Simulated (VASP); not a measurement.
# HfN (I-4m2) in VASP: a series of runs

The runs below take HfN through single point, with r2SCAN.

All numbers are computed with VASP 6.6.1; they aren't measurements. Logs are shortened: lines on timing, memory, paths and dates and some standing lists are left out, and cuts for length are marked.

## (1) The cell of the first run

Symmetry: I-4m2, No. 119, tetragonal system. Conventional cell: a = 3.298 Å, b = 3.298 Å, c = 4.910 Å, α = 90.00°, β = 90.00°, γ = 90.00°. Hf (site symmetry -4m2) has 4 N at 2.06 Å within 2.7 Å. Within 2.7 Å of N (site symmetry -4m2) lie 4 Hf at 2.06 Å.

## (2) Single point, r2SCAN (strain -0.050 along x and y, +0.000 along z)

Contents of POSCAR:

```
HfN
1.0
    0.0000000000      2.3320809000      2.4548220000
    2.3320809000      0.0000000000      2.4548220000
    2.3320809000      2.3320809000      0.0000000000
Hf N
1 1
Direct
    0.0000000000      0.0000000000      0.0000000000
    0.7500000000      0.7500000000      0.7500000000
```

Contents of INCAR.step1:

```
SYSTEM = HfN
PREC = Accurate ; ENCUT = 520
ISMEAR = 0 ; SIGMA = 0.15
LREAL = .FALSE. ; LASPH = .TRUE.
NELM = 60 ; NBANDS = 14
GGA = PE ; ALGO = Normal
EDIFF = 1E-4 ; LWAVE = .TRUE.
LCHARG = .FALSE.
```

Contents of INCAR.step2:

```
SYSTEM = HfN
PREC = Accurate ; ENCUT = 520
EDIFF = 1E-7 ; ISMEAR = 0
SIGMA = 0.15 ; LREAL = .FALSE.
LASPH = .TRUE. ; NELM = 60
ALGO = Normal ; ISIF = 2
LWAVE = .FALSE. ; LCHARG = .FALSE.
METAGGA = R2SCAN ; LMIXTAU = .TRUE.
NBANDS = 14 ; ISTART = 1
```

Contents of KPOINTS:

```
regular mesh
0
G
  16 16 16
  0 0 0
```

Potentials or basis: VASP PAW PBE potentials, release 64 (Hf_pv, N).

Started as:

```bash
cat potpaw_PBE.64/Hf_pv/POTCAR potpaw_PBE.64/N/POTCAR > POTCAR
cp INCAR.step1 INCAR
mpirun -np 1 vasp_std > vasp.out
cp INCAR.step2 INCAR
mpirun -np 1 vasp_std > vasp.out
```

OUTCAR:

```text
SYSTEM = HfN
   PREC = Accurate
   ENCUT = 520
   EDIFF = 1E-7
   ISMEAR = 0
   LREAL = .FALSE.
   LASPH = .TRUE.
   NELM = 60
   ISIF = 2
   METAGGA = R2SCAN
   ISTART = 1

 ion  position               nearest neighbor table
   1  0.000  0.000  0.000-   2 2.06   2 2.06   2 2.06   2 2.06
   2  0.750  0.750  0.750-   1 2.06   1 2.06   1 2.06   1 2.06

  LATTYP: Found a body centered tetragonal cell.
 ALAT       =     3.2980604373
 C/A-ratio  =     1.4886458551

  Lattice vectors:

 A1 = (  -2.3320809000,   0.0000000000,   2.4548220000)
 A2 = (   2.3320809000,   0.0000000000,   2.4548220000)
 A3 = (   0.0000000000,   2.3320809000,  -2.4548220000)

Analysis of symmetry for initial positions (statically):
=====================================================================
 Subroutine PRICEL returns:
 Original cell was already a primitive cell.

 Routine SETGRP: Setting up the symmetry group for a
 body centered tetragonal supercell.

 Subroutine GETGRP returns: Found  8 space group operations
 (whereof  8 operations were pure point group operations)
 out of a pool of 16 trial point group operations.

The static configuration has the point symmetry D_2d.

Analysis of symmetry for dynamics (positions and initial velocities):
=====================================================================
 Subroutine PRICEL returns:
 Original cell was already a primitive cell.

 Routine SETGRP: Setting up the symmetry group for a
 body centered tetragonal supercell.

 Subroutine GETGRP returns: Found  8 space group operations
 (whereof  8 operations were pure point group operations)
 out of a pool of 16 trial point group operations.

The dynamic configuration has the point symmetry D_2d.

 Subroutine INISYM returns: Found  8 space group operations
 (whereof  8 operations are pure point group operations),
 and found     1 'primitive' translations

----------------------------------------------------------------------------------------

                                     Primitive cell

  volume of cell :      26.7016

  direct lattice vectors                    reciprocal lattice vectors
     0.000000000  2.332080900  2.454822000    -0.214400795  0.214400795  0.203680756
     2.332080900  0.000000000  2.454822000     0.214400795 -0.214400795  0.203680756
     2.332080900  2.332080900  0.000000000     0.214400795  0.214400795 -0.203680756

  length of vectors
     3.385964025  3.385964025  3.298060437     0.365268740  0.365268740  0.365268740

  position of ions in fractional coordinates (direct lattice)
     0.000000000  0.000000000  0.000000000
     0.750000000  0.750000000  0.750000000

  ion indices of the primitive-cell ions
   primitive index   ion index
                 1           1
                 2           2

----------------------------------------------------------------------------------------

 KPOINTS: regular mesh

Automatic generation of k-mesh.
 Grid dimensions read from file:
 generate k-points for:   16   16   16

 Generating k-lattice:

  Cartesian coordinates                     Fractional coordinates (reciprocal lattice)
    -0.013400050  0.013400050  0.012730047     0.062500000  0.000000000  0.000000000
     0.013400050 -0.013400050  0.012730047     0.000000000  0.062500000  0.000000000
     0.013400050  0.013400050 -0.012730047     0.000000000  0.000000000  0.062500000

  Length of vectors
     0.022829296  0.022829296  0.022829296

  Shift w.r.t. Gamma in fractional coordinates (k-lattice)
     0.000000000  0.000000000  0.000000000

 Subroutine IBZKPT returns following result:
 ===========================================

 Found    349 irreducible k-points:

 Following reciprocal coordinates:
            Coordinates               Weight
  0.000000  0.000000  0.000000      1.000000
  0.062500  0.000000  0.000000      8.000000
  0.125000  0.000000  0.000000      8.000000
  0.187500  0.000000  0.000000      8.000000
  0.250000  0.000000  0.000000      8.000000
  0.312500  0.000000  0.000000      8.000000
[... 16 lines left out ...]
 -0.125000  0.062500  0.000000      8.000000
 -0.062500  0.062500  0.000000      4.000000
 [... further k-points ...]
   k-points           NKPTS =    349   k-points in BZ     NKDIM =    349   number of bands    NBANDS=     14
   number of dos      NEDOS =    301   number of ions     NIONS =      2
   total plane-waves  NPLWV =  21952
   dimension x,y,z NGX =    28 NGY =   28 NGZ =   28
   dimension x,y,z NGXF=    56 NGYF=   56 NGZF=   56
   ions per type =               1   1
   NGX,Y,Z   is equivalent  to a cutoff of  13.75, 13.75, 14.11 a.u.
   NGXF,Y,Z  is equivalent  to a cutoff of  27.50, 27.50, 28.23 a.u.
 SYSTEM =  HfN
   PREC   = accura    normal or accurate (medium, high low for compatibility)
   ISTART =      1    job   : 0-new  1-cont  2-samecut
   ICHARG =      0    charge: 1-file 2-atom 10-const
   ISPIN  =      1    spin polarized calculation?
   LNONCOLLINEAR =      F non collinear calculations
   LSORBIT =      F    spin-orbit coupling
   LASPH  =      T    aspherical Exc in radial PAW
   ENCUT  =  520.0 eV  38.22 Ry    6.18 a.u.   6.30  6.30  6.13*2*pi/ulx,y,z
   NELM   =     60;   NELMIN=  2; NELMDL=  0     # of ELM steps
   EDIFF  = 0.1E-06   stopping-criterion for ELM
   LREAL  =      F    real-space projection
   EDIFFG = 0.1E-05   stopping-criterion for IOM
   NSW    =      0    number of steps for IOM
   IBRION =     -1    ionic relax: 0-MD 1-quasi-New 2-CG
   NFREE  =      0    steps in history (QN), initial steepest desc. (CG)
   ISIF   =      2    stress and relaxation
   ISYM   =      2    0-nonsym 1-usesym 2-fastsym
   POTIM  = 0.5000    time-step for ionic-motion
   TEBEG  =    0.0;   TEEND  =   0.0 temperature during run
   PSTRESS=    0.0 pullay stress
   NELECT =      15.0000    total number of electrons
   NUPDOWN=      -1.0000    fix difference up-down
   EMIN   =  10.00;   EMAX   =-10.00  energy-range for DOS
   EFERMI =   0.00;   METHOD = LEGACY
   ISMEAR =     0;   SIGMA  =   0.15  broadening in eV -4-tet -1-fermi 0-gaus
   EFERMI_NEDOS =   21; number of points for ismear=-14 and -15
   IALGO  =     38    algorithm
   IMIX   =      4    mixing-type and parameters
     AMIX     =   0.40;   BMIX     =  1.00
     AMIX_MAG =   1.60;   BMIX_MAG =  1.00
  volume/ion in A,a.u.               =      13.35        90.10
  Fermi-wavevector in a.u.,A,eV,Ry     =   1.350806  2.552652 24.826220  1.824676
  Thomas-Fermi vector in A             =   2.478280
   LORBIT       =      0    0 simple, 1 ext, 2 COOP (PROOUT), +10 PAW based schemes
   METAGGA = R2SCAN    functional components
   LHFCALC =     F    Hartree Fock is set to
   AEXX    =    0.0000 exact exchange contribution
   IVDW    =     0    specifies the selected vdW correction
   LEPSILON=     F    determine dielectric tensor
   LRPA    =     F    only Hartree local field effects (RPA)
 non-spin polarized calculation
 Gauss-broadening in eV      SIGMA  =   0.15
  energy-cutoff  :      520.00
  volume of cell :       26.70
 maximum number of plane-waves:       736
 NGX is ok and might be reduce to    28
   NGX = 13   NGY = 13   NGZ = 13

 number of electron      15.0000000 magnetization

 Free energy of the ion-electron system (eV)
  ---------------------------------------------------
  ext. energy  EPLUGINS =         0.00000000
  ---------------------------------------------------
  free energy    TOTEN  =       -57.54478855 eV

  energy without entropy =      -57.53847189  energy(sigma->0) =      -57.54163022

 E-fermi :   6.6326     XC(G=0): -12.4945

 val. band max:        6.6206361444   @ k =   0.3750   0.1875   0.0000
 cond. band min:       6.6392941423   @ k =  -0.1875   0.2500   0.1875
 fundamental gap:      0.0186579979
 Fermi energy:         6.6326278167

 k-point     1 :       0.0000    0.0000    0.0000
  band No.  band energies     occupation
      1     -25.3778      2.00000
      2     -25.3775      2.00000
      3     -25.3775      2.00000
      4     -11.1711      2.00000
      5       0.1862      2.00000
      6       0.3504      2.00000
      7       0.3504      2.00000
      8       6.1615      1.99999
      9       8.9323      0.00000
     10       9.6858      0.00000
     11      13.5290      0.00000
     12      14.5289      0.00000
     13      14.5289      0.00000
     14      18.3085      0.00000

 k-point     2 :       0.0625    0.0000    0.0000
  band No.  band energies     occupation
      1     -25.4081      2.00000
      2     -25.3820      2.00000
      3     -25.3804      2.00000
      4     -11.1116      2.00000
      5       0.1583      2.00000
      6       0.3216      2.00000
      7       0.3873      2.00000
      8       6.3919      1.97676
      9       8.8642      0.00000
     10       9.5829      0.00000
     11      13.5952      0.00000
     12      14.4786      0.00000
     13      14.6551      0.00000
     14      18.3086      0.00000

 k-point     3 :       0.1250    0.0000    0.0000
  band No.  band energies     occupation
      1     -25.4937      2.00000
      2     -25.3946      2.00000
      3     -25.3887      2.00000
      4     -10.9457      2.00000
      5      -0.0082      2.00000
      6       0.3771      2.00000
      7       0.4908      2.00000
      8       6.9896      0.00076
      9       8.7249      0.00000
     10       9.3473      0.00000
     11      13.5813      0.00000
     12      14.5153      0.00000
     13      14.9165      0.00000
     14      18.3086      0.00000

 k-point     4 :       0.1875    0.0000    0.0000
  band No.  band energies     occupation
      1     -25.6186      2.00000
      2     -25.4134      2.00000
      3     -25.4011      2.00000
      4     -10.7079      2.00000
      5      -0.1872      2.00000
      6       0.4973      2.00000
      7       0.6404      2.00000
      8       7.7247      0.00000
      9       8.6541      0.00000
     10       9.1200      0.00000
     11      13.3560      0.00000
     12      14.7002      0.00000
     13      15.0622      0.00000
     14      17.8689      0.00000

 k-point     5 :       0.2500    0.0000    0.0000
  band No.  band energies     occupation
      1     -25.7615      2.00000
      2     -25.4354      2.00000
      3     -25.4157      2.00000
      4     -10.4454      2.00000
      5      -0.2578      2.00000
      6       0.6282      2.00000
      7       0.8064      2.00000
      8       8.2799      0.00000
      9       8.7990      0.00000
     10       9.0146      0.00000
     11      13.1218      0.00000
[... 276 lines left out ...]
 k-point    22 :      -0.1875    0.0625    0.0000
  band No.  band energies     occupation
      1     -25.6837      2.00000
      2     -25.4400      2.00000
      3     -25.3994      2.00000
      4     -10.5795      2.00000
      5      -0.3044      2.00000
      6       0.6188      2.00000
      7       0.6921      2.00000
      8       8.0530      0.00000
      9       8.6873      0.00000
     10       9.1527      0.00000
     11      13.3824      0.00000
     12      14.3701      0.00000
     13      15.3078      0.00000
     14      17.3132      0.00000

 k-point    23 :      -0.1250    0.0625    0.0000
  band No.  band energies     occupation
      1     -25.5550      2.00000
      2     -25.4157      2.00000
      3     -25.3878      2.00000
      4     -10.8254      2.00000
      5      -0.1516      2.00000
      6       0.4733      2.00000
      7       0.5397      2.00000
      8       7.3904      0.00000
      9       8.9310      0.00000
     10       9.0458      0.00000
     11      13.6414      0.00000
     12      14.2216      0.00000
     13      15.2322      0.00000
     14      18.3086      0.00000

 k-point    24 :      -0.0625    0.0625    0.0000
  band No.  band energies     occupation
      1     -25.4574      2.00000
      2     -25.3953      2.00000
      3     -25.3812      2.00000
      4     -11.0157      2.00000
      5       0.0697      2.00000
      6       0.3351      2.00000
      7       0.4308      2.00000
      8       6.7541      0.25206
      9       8.9965      0.00000
     10       9.2694      0.00000
     11      13.6624      0.00000
     12      14.2713      0.00000
     13      14.9454      0.00000
     14      18.3085      0.00000

 [... further k-points ...]
[... 5 lines left out ...]
  --------------------------------------------------------------------------------------
  -------------------------------------------------------------------------------------
  Total        4.0130484      4.0130484      2.5056170      0.0000000      0.0000000      0.0000000
  in kB      240.7951596    240.7951596    150.3446694      0.0000000      0.0000000      0.0000000
  external PRESSURE =     210.6449962 kB  Pullay stress =       0.0000000 kB

 VOLUME and BASIS-vectors are now :
 -----------------------------------------------------------------------------
  energy-cutoff  :      520.00
  volume of cell :       26.70
      direct lattice vectors                 reciprocal lattice vectors
     0.000000000  2.332080900  2.454822000    -0.214400795  0.214400795  0.203680756
     2.332080900  0.000000000  2.454822000     0.214400795 -0.214400795  0.203680756
     2.332080900  2.332080900  0.000000000     0.214400795  0.214400795 -0.203680756

 POSITION                                       TOTAL-FORCE (eV/Angst)
 -----------------------------------------------------------------------------------
      0.00000      0.00000      0.00000        -0.000000     -0.000000      0.000000
      3.49812      3.49812      3.68223         0.000000      0.000000     -0.000000
 -----------------------------------------------------------------------------------
    total drift:                               -0.000000     -0.000000     -0.000000

  FREE ENERGIE OF THE ION-ELECTRON SYSTEM (eV)
  ---------------------------------------------------
  free  energy   TOTEN  =       -57.5447885467 eV

  energy  without entropy=      -57.5384718926  energy(sigma->0) =      -57.54163022
```

Wall time 7.1 min (1 thread of AMD EPYC 9R45 (Zen 5), shared host); peak memory 0.25 GiB.

What came out:

```yaml
Free_energy: -57.5448 eV
Pressure: 21.1 GPa
```

Stress tensor (GPa, compression positive):
```
24.08  0.00  0.00
 0.00 24.08  0.00
 0.00  0.00 15.03
```

Caveat: the cell differs from its parent crystal (strain -0.050 along x and y, +0.000 along z); the PAW data sets were made with another functional, which shifts forces and pressure a little; spin-orbit coupling is left out, which moves the levels of the heavy elements.

## (3) Single point, r2SCAN (strain -0.025 along x and y, -0.050 along z)

Contents of POSCAR:

```
HfN
1.0
    0.0000000000      2.3934514500      2.3320809000
    2.3934514500      0.0000000000      2.3320809000
    2.3934514500      2.3934514500      0.0000000000
Hf N
1 1
Direct
    0.0000000000      0.0000000000      0.0000000000
    0.7500000000      0.7500000000      0.7500000000
```

INCAR.step1 is that of step 2.

Edit INCAR.step2 of step 2 so:

```diff
@@ -6,4 +6,5 @@
 ALGO = Normal ; ISIF = 2
-LWAVE = .FALSE. ; LCHARG = .FALSE.
+LWAVE = .FALSE. ; LCHARG = .TRUE.
 METAGGA = R2SCAN ; LMIXTAU = .TRUE.
+LELF = .TRUE. ; LVHAR = .TRUE.
 NBANDS = 14 ; ISTART = 1
```

Contents of KPOINTS:

```
Automatic mesh
0
G
  16 16 16
  0 0 0
```

Potentials or basis: VASP PAW PBE potentials, release 64 (Hf_pv, N).

Started as:

```bash
cat potpaw_PBE.64/Hf_pv/POTCAR potpaw_PBE.64/N/POTCAR > POTCAR
cp INCAR.step1 INCAR
mpirun -np 1 vasp_std > vasp.out
cp INCAR.step2 INCAR
mpirun -np 1 vasp_std > vasp.out
```

Run time: 7.7 min. Hardware: 1 thread of AMD EPYC 9R45 (Zen 5), shared host; peak memory 0.25 GiB.

It converged, with:

- Free energy: -57.5665 eV
- Pressure: 21.0 GPa

Stress tensor (GPa, compression positive):
```
19.74  0.00  0.00
 0.00 19.74  0.00
 0.00  0.00 23.67
```

Levels at points of the mesh, in eV from the Fermi level:
| k point | band 6 | band 7 | band 8 | band 9 | band 10 | band 11 |
| --- | --- | --- | --- | --- | --- | --- |
| (0.00, 0.00, 0.00) | -6.37 | -6.29 | -0.45 | 2.49 | 2.88 | 7.42 |
| (0.50, 0.00, 0.00) | -5.70 | -5.55 | 1.73 | 3.29 | 3.33 | 5.05 |
| (0.50, 0.50, 0.00) | -4.12 | -4.12 | -1.21 | 2.83 | 4.86 | 5.44 |
| (0.50, 0.00, 0.50) | -4.09 | -4.00 | -1.40 | 2.72 | 4.90 | 5.41 |

Caveat: the cell differs from its parent crystal (strain -0.025 along x and y, -0.050 along z); the PAW data sets were made with another functional, which shifts forces and pressure a little; spin-orbit coupling is left out, which moves the levels of the heavy elements.
